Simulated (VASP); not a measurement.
# HfSi3O2 (Cmcm) in VASP: single point with PBE

Aim: the single point of HfSi3O2 with PBE.

Everything below comes from runs of VASP 6.6.1. Logs are shortened: lines on timing, memory, paths and dates and some standing lists are left out, and cuts for length are marked.

## 1. The cell of the first run

It takes space group Cmcm (No. 63, orthorhombic). The conventional cell has a = 3.742 Å, b = 24.690 Å, c = 3.741 Å, α = 90.00°, β = 90.00°, γ = 90.00°. Hf (site symmetry m2m) has 4 O at 2.10 Å within 2.8 Å. Si (site symmetry m2m) has 4 Si at 2.65 Å and 4 Hf at 2.93 Å and 2 O at 3.21 Å within 3.5 Å. Si (site symmetry m2m) has 1 O at 1.76 Å within 2.3 Å. Si (site symmetry m2m) has 1 O at 1.76 Å within 2.3 Å. Within 2.3 Å of O (site symmetry m2m) lie 1 Si at 1.76 Å and 2 Hf at 2.10 Å. Within 2.3 Å of O (site symmetry m2m) lie 1 Si at 1.76 Å and 2 Hf at 2.10 Å.

## 2. Single point, PBE

The input, INCAR:

```
  PREC = Accurate
  ENCUT = 520
  EDIFF = 1E-6
  ISMEAR = 0
  SIGMA = 0.2
  LREAL = F
  LASPH = T
  NELM = 60
  ALGO = Normal
  ISIF = 2
  LWAVE = F
  LCHARG = F
  GGA = PE
  NBANDS = 46
```

The input, KPOINTS:

```
Automatic mesh
0
Gamma
  5 5 5
```

The input, POSCAR:

```
HfSi3O2
1.0
    1.8712149477    -12.3450395498      0.0000000000
    1.8712149477     12.3450395498      0.0000000000
    0.0000000000      0.0000000000      3.7409620458
Hf Si O
2 6 4
Direct
    0.1585252195      0.8414747805      0.2500000000
    0.8414747805      0.1585252195      0.7500000000
    0.2499631269      0.7500368731      0.7500000000
    0.7500368731      0.2499631269      0.2500000000
    0.5487076484      0.4512923516      0.2500000000
    0.0487337344      0.9512662656      0.7500000000
    0.4512923516      0.5487076484      0.7500000000
    0.9512662656      0.0487337344      0.2500000000
    0.6199979118      0.3800020882      0.2500000000
    0.1200297788      0.8799702212      0.7500000000
    0.3800020882      0.6199979118      0.7500000000
    0.8799702212      0.1200297788      0.2500000000
```

Potentials or basis: VASP PAW PBE potentials, release 64 (Hf_pv, Si, O).

Run with:

```console
cat potpaw_PBE.64/Hf_pv/POTCAR potpaw_PBE.64/Si/POTCAR potpaw_PBE.64/O/POTCAR > POTCAR
mpirun -np 1 vasp_std > vasp.out
```

OUTCAR:

```text
PREC = Accurate
   ENCUT = 520
   EDIFF = 1E-6
   ISMEAR = 0
   LREAL = F
   LASPH = T
   NELM = 60
   ISIF = 2
   GGA = PE

 ion  position               nearest neighbor table
   1  0.159  0.841  0.250-  10 2.10  10 2.10   9 2.10   9 2.10   3 2.93   3 2.93   4 2.93   4 2.93
                             6 3.29   6 3.29   5 3.29   5 3.29
   2  0.841  0.159  0.750-  12 2.10  12 2.10  11 2.10  11 2.10   4 2.93   4 2.93   3 2.93   3 2.93
                             8 3.29   8 3.29   7 3.29   7 3.29
   3  0.250  0.750  0.750-   4 2.65   4 2.65   4 2.65   4 2.65   1 2.93   1 2.93   2 2.93   2 2.93

   4  0.750  0.250  0.250-   3 2.65   3 2.65   3 2.65   3 2.65   2 2.93   2 2.93   1 2.93   1 2.93

   5  0.549  0.451  0.250-   9 1.76   6 2.65   6 2.65   6 2.65   6 2.65   7 3.05   7 3.05   8 3.05
                             8 3.05   1 3.29   1 3.29
   6  0.049  0.951  0.750-  10 1.76   5 2.65   5 2.65   5 2.65   5 2.65   7 3.05   7 3.05   8 3.05
                             8 3.05   1 3.29   1 3.29
   7  0.451  0.549  0.750-  11 1.76   8 2.65   8 2.65   8 2.65   8 2.65   5 3.05   5 3.05   6 3.05
                             6 3.05   2 3.29   2 3.29
   8  0.951  0.049  0.250-  12 1.76   7 2.65   7 2.65   7 2.65   7 2.65   5 3.05   5 3.05   6 3.05
                             6 3.05   2 3.29   2 3.29
   9  0.620  0.380  0.250-   5 1.76   1 2.10   1 2.10
  10  0.120  0.880  0.750-   6 1.76   1 2.10   1 2.10
  11  0.380  0.620  0.750-   7 1.76   2 2.10   2 2.10
  12  0.880  0.120  0.250-   8 1.76   2 2.10   2 2.10

  LATTYP: Found a base centered orthorhombic cell.
 ALAT       =     3.7424298954
 B/A-ratio  =     6.5973391058
 C/A-ratio  =     0.9996077817

  Lattice vectors:

 A1 = (   1.8712149477, -12.3450395498,   0.0000000000)
 A2 = (   1.8712149477,  12.3450395498,   0.0000000000)
 A3 = (   0.0000000000,   0.0000000000,   3.7409620458)

Analysis of symmetry for initial positions (statically):
=====================================================================
 Subroutine PRICEL returns:
 Original cell was already a primitive cell.

 Routine SETGRP: Setting up the symmetry group for a
 base centered orthorhombic supercell.

 Subroutine GETGRP returns: Found  8 space group operations
 (whereof  4 operations were pure point group operations)
 out of a pool of  8 trial point group operations.

The static configuration has the point symmetry C_2h.
 The point group associated with its full space group is D_2h.

Analysis of symmetry for dynamics (positions and initial velocities):
=====================================================================
 Subroutine PRICEL returns:
 Original cell was already a primitive cell.

 Routine SETGRP: Setting up the symmetry group for a
 base centered orthorhombic supercell.

 Subroutine GETGRP returns: Found  8 space group operations
 (whereof  4 operations were pure point group operations)
 out of a pool of  8 trial point group operations.

The dynamic configuration has the point symmetry C_2h.
 The point group associated with its full space group is D_2h.

 Subroutine INISYM returns: Found  8 space group operations
 (whereof  4 operations are pure point group operations),
 and found     1 'primitive' translations

----------------------------------------------------------------------------------------

                                     Primitive cell

  volume of cell :     172.8341

  direct lattice vectors                    reciprocal lattice vectors
     1.871214948-12.345039550  0.000000000     0.267206074 -0.040502098  0.000000000
     1.871214948 12.345039550  0.000000000     0.267206074  0.040502098  0.000000000
     0.000000000  0.000000000  3.740962046     0.000000000  0.000000000  0.267310918

  length of vectors
    12.486050091 12.486050091  3.740962046     0.270258221  0.270258221  0.267310918

  position of ions in fractional coordinates (direct lattice)
     0.158525219  0.841474781  0.250000000
     0.841474781  0.158525219  0.750000000
     0.249963127  0.750036873  0.750000000
     0.750036873  0.249963127  0.250000000
     0.548707648  0.451292352  0.250000000
     0.048733734  0.951266266  0.750000000
     0.451292352  0.548707648  0.750000000
     0.951266266  0.048733734  0.250000000
     0.619997912  0.380002088  0.250000000
     0.120029779  0.879970221  0.750000000
     0.380002088  0.619997912  0.750000000
     0.879970221  0.120029779  0.250000000

  ion indices of the primitive-cell ions
   primitive index   ion index
                 1           1
                 2           2
                 3           3
                 4           4
                 5           5
                 6           6
                 7           7
                 8           8
                 9           9
                10          10
                11          11
                12          12

----------------------------------------------------------------------------------------

 KPOINTS: Automatic mesh

Automatic generation of k-mesh.
 Grid dimensions read from file:
 generate k-points for:    5    5    5

 Generating k-lattice:

  Cartesian coordinates                     Fractional coordinates (reciprocal lattice)
     0.053441215 -0.008100420  0.000000000     0.200000000  0.000000000  0.000000000
     0.053441215  0.008100420  0.000000000     0.000000000  0.200000000  0.000000000
     0.000000000  0.000000000  0.053462184     0.000000000  0.000000000  0.200000000

  Length of vectors
     0.054051644  0.054051644  0.053462184

  Shift w.r.t. Gamma in fractional coordinates (k-lattice)
     0.000000000  0.000000000  0.000000000

 Subroutine IBZKPT returns following result:
 ===========================================

 Found     27 irreducible k-points:

 Following reciprocal coordinates:
            Coordinates               Weight
  0.000000  0.000000  0.000000      1.000000
  0.200000 -0.000000  0.000000      4.000000
  0.400000  0.000000  0.000000      4.000000
  0.200000  0.200000  0.000000      2.000000
  0.400000  0.200000  0.000000      4.000000
 -0.400000  0.200000  0.000000      4.000000
[... 16 lines left out ...]
  0.400000  0.200000  0.400000      8.000000
 -0.400000  0.200000  0.400000      8.000000
 [... further k-points ...]
   k-points           NKPTS =     27   k-points in BZ     NKDIM =     27   number of bands    NBANDS=     46
   number of dos      NEDOS =    301   number of ions     NIONS =     12
   total plane-waves  NPLWV = 258048
   dimension x,y,z NGX =    96 NGY =   96 NGZ =   28
   dimension x,y,z NGXF=   192 NGYF=  192 NGZF=   56
   ions per type =               2   6   4
   NGX,Y,Z   is equivalent  to a cutoff of  12.78, 12.78, 12.44 a.u.
   NGXF,Y,Z  is equivalent  to a cutoff of  25.56, 25.56, 24.89 a.u.
 SYSTEM =  unknown system
   PREC   = accura    normal or accurate (medium, high low for compatibility)
   ISTART =      0    job   : 0-new  1-cont  2-samecut
   ICHARG =      2    charge: 1-file 2-atom 10-const
   ISPIN  =      1    spin polarized calculation?
   LNONCOLLINEAR =      F non collinear calculations
   LSORBIT =      F    spin-orbit coupling
   LASPH  =      T    aspherical Exc in radial PAW
   ENCUT  =  520.0 eV  38.22 Ry    6.18 a.u.  23.22 23.22  6.96*2*pi/ulx,y,z
   NELM   =     60;   NELMIN=  2; NELMDL= -5     # of ELM steps
   EDIFF  = 0.1E-05   stopping-criterion for ELM
   LREAL  =      F    real-space projection
   EDIFFG = 0.1E-04   stopping-criterion for IOM
   NSW    =      0    number of steps for IOM
   IBRION =     -1    ionic relax: 0-MD 1-quasi-New 2-CG
   NFREE  =      0    steps in history (QN), initial steepest desc. (CG)
   ISIF   =      2    stress and relaxation
   ISYM   =      2    0-nonsym 1-usesym 2-fastsym
   POTIM  = 0.5000    time-step for ionic-motion
   TEBEG  =    0.0;   TEEND  =   0.0 temperature during run
   PSTRESS=    0.0 pullay stress
   NELECT =      68.0000    total number of electrons
   NUPDOWN=      -1.0000    fix difference up-down
   EMIN   =  10.00;   EMAX   =-10.00  energy-range for DOS
   EFERMI =   0.00;   METHOD = LEGACY
   ISMEAR =     0;   SIGMA  =   0.20  broadening in eV -4-tet -1-fermi 0-gaus
   EFERMI_NEDOS =   21; number of points for ismear=-14 and -15
   IALGO  =     38    algorithm
   IMIX   =      4    mixing-type and parameters
     AMIX     =   0.40;   BMIX     =  1.00
     AMIX_MAG =   1.60;   BMIX_MAG =  1.00
  volume/ion in A,a.u.               =      14.40        97.20
  Fermi-wavevector in a.u.,A,eV,Ry     =   1.199595  2.266906 19.579167  1.439028
  Thomas-Fermi vector in A             =   2.335453
   LORBIT       =      0    0 simple, 1 ext, 2 COOP (PROOUT), +10 PAW based schemes
   GGA     = PE    functional components
   LHFCALC =     F    Hartree Fock is set to
   AEXX    =    0.0000 exact exchange contribution
   IVDW    =     0    specifies the selected vdW correction
   LEPSILON=     F    determine dielectric tensor
   LRPA    =     F    only Hartree local field effects (RPA)
 non-spin polarized calculation
 Gauss-broadening in eV      SIGMA  =   0.20
  energy-cutoff  :      520.00
  volume of cell :      172.83
 maximum number of plane-waves:      4670
 NGX is ok and might be reduce to    96
   NGX = 47   NGY = 47   NGZ = 13

 number of electron      67.9999996 magnetization

 Free energy of the ion-electron system (eV)
  ---------------------------------------------------
  ext. energy  EPLUGINS =         0.00000000
  ---------------------------------------------------
  free energy    TOTEN  =       -87.93423186 eV

  energy without entropy =      -87.87342587  energy(sigma->0) =      -87.90382886

 E-fermi :   7.1049     XC(G=0): -10.7807

 val. band max:        7.0998395765   @ k =  -0.4000   0.2000   0.2000
 cond. band min:       7.1250963695   @ k =  -0.4000   0.4000   0.0000
 fundamental gap:      0.0252567930
 Fermi energy:         7.1048914820

 k-point     1 :       0.0000    0.0000    0.0000
  band No.  band energies     occupation
      1     -24.8508      2.00000
      2     -24.8475      2.00000
      3     -24.7739      2.00000
      4     -24.7738      2.00000
      5     -24.7736      2.00000
      6     -24.7735      2.00000
[... 38 lines left out ...]
     45      10.7780      0.00000
     46      11.7178      0.00000

 k-point     2 :       0.2000   -0.0000    0.0000
  band No.  band energies     occupation
      1     -24.8650      2.00000
      2     -24.8648      2.00000
      3     -24.8163      2.00000
      4     -24.8141      2.00000
      5     -24.7711      2.00000
      6     -24.7709      2.00000
[... 38 lines left out ...]
     45      10.9075      0.00000
     46      11.0890      0.00000

 k-point     3 :       0.4000    0.0000    0.0000
  band No.  band energies     occupation
      1     -24.9517      2.00000
      2     -24.9514      2.00000
      3     -24.8190      2.00000
      4     -24.8177      2.00000
      5     -24.7667      2.00000
      6     -24.7666      2.00000
[... 38 lines left out ...]
     45      10.4553      0.00000
     46      10.7647      0.00000

 k-point     4 :       0.2000    0.2000    0.0000
  band No.  band energies     occupation
      1     -24.9517      2.00000
      2     -24.9514      2.00000
      3     -24.8190      2.00000
      4     -24.8177      2.00000
      5     -24.7667      2.00000
      6     -24.7666      2.00000
[... 920 lines left out ...]
     45      11.4278      0.00000
     46      11.5900      0.00000

 k-point    23 :       0.4000    0.2000    0.4000
  band No.  band energies     occupation
      1     -24.9450      2.00000
      2     -24.9446      2.00000
      3     -24.9415      2.00000
      4     -24.9409      2.00000
      5     -24.7891      2.00000
      6     -24.7886      2.00000
[... 38 lines left out ...]
     45      11.4450      0.00000
     46      11.6636      0.00000

 k-point    24 :      -0.4000    0.2000    0.4000
  band No.  band energies     occupation
      1     -24.9493      2.00000
      2     -24.9490      2.00000
      3     -24.8485      2.00000
      4     -24.8484      2.00000
      5     -24.7938      2.00000
      6     -24.7928      2.00000
[... 38 lines left out ...]
     45      10.9717      0.00000
     46      11.0671      0.00000

 [... further k-points ...]
[... 5 lines left out ...]
  --------------------------------------------------------------------------------------
  -------------------------------------------------------------------------------------
  Total       -0.7926173     -0.5839019     -0.7927053      0.0000000      0.0000000      0.0000000
  in kB       -7.3475854     -5.4127878     -7.3484017      0.0000000      0.0000000      0.0000000
  external PRESSURE =      -6.7029250 kB  Pullay stress =       0.0000000 kB

 VOLUME and BASIS-vectors are now :
 -----------------------------------------------------------------------------
  energy-cutoff  :      520.00
  volume of cell :      172.83
      direct lattice vectors                 reciprocal lattice vectors
     1.871214948-12.345039550  0.000000000     0.267206074 -0.040502098  0.000000000
     1.871214948 12.345039550  0.000000000     0.267206074  0.040502098  0.000000000
     0.000000000  0.000000000  3.740962046     0.000000000  0.000000000  0.267310918

 POSITION                                       TOTAL-FORCE (eV/Angst)
 -----------------------------------------------------------------------------------
      1.87121      8.43104      0.93524         0.000000      0.254764     -0.000000
      1.87121     -8.43104      2.80572         0.000000     -0.254764     -0.000000
      1.87121      6.17343      2.80572         0.000000     -0.002126     -0.000000
      1.87121     -6.17343      0.93524         0.000000      0.002126     -0.000000
      1.87121     -1.20260      0.93524         0.000000     -0.046054     -0.000000
      1.87121     11.14180      2.80572         0.000000     -0.054101     -0.000000
      1.87121      1.20260      2.80572         0.000000      0.046054     -0.000000
      1.87121    -11.14180      0.93524         0.000000      0.054101     -0.000000
      1.87121     -2.96276      0.93524         0.000000     -0.106095      0.000000
      1.87121      9.38149      2.80572         0.000000     -0.097085     -0.000000
      1.87121      2.96276      2.80572         0.000000      0.106095      0.000000
      1.87121     -9.38149      0.93524         0.000000      0.097085     -0.000000
 -----------------------------------------------------------------------------------
    total drift:                                0.000000     -0.000000      0.000000

  FREE ENERGIE OF THE ION-ELECTRON SYSTEM (eV)
  ---------------------------------------------------
  free  energy   TOTEN  =       -87.9342318638 eV

  energy  without entropy=      -87.8734258657  energy(sigma->0) =      -87.90382886
```

It took 5.5 min on 1 thread of Intel Xeon 6975P-C (Granite Rapids), shared host; peak memory 0.65 GiB.

What came out:

| Quantity | Value |
| --- | --- |
| Free energy | -87.9342 eV |
| Pressure | -0.7 GPa |
| Largest force | 0.255 eV/Å |
| Band gap on the k mesh | zero (band 34 reaches 7.84 eV, above the bottom of band 35 at 5.48 eV) |

Forces in eV/Å, atoms in the order of the input:
```
Hf   0.000  0.255  0.000
Hf   0.000 -0.255  0.000
Si   0.000 -0.002  0.000
Si   0.000  0.002  0.000
Si   0.000 -0.046  0.000
Si   0.000 -0.054  0.000
Si   0.000  0.046  0.000
Si   0.000  0.054  0.000
O    0.000 -0.106  0.000
O    0.000 -0.097  0.000
O    0.000  0.106  0.000
O    0.000  0.097  0.000
```

Caveat: spin-orbit coupling is left out, which moves the levels of the heavy elements.
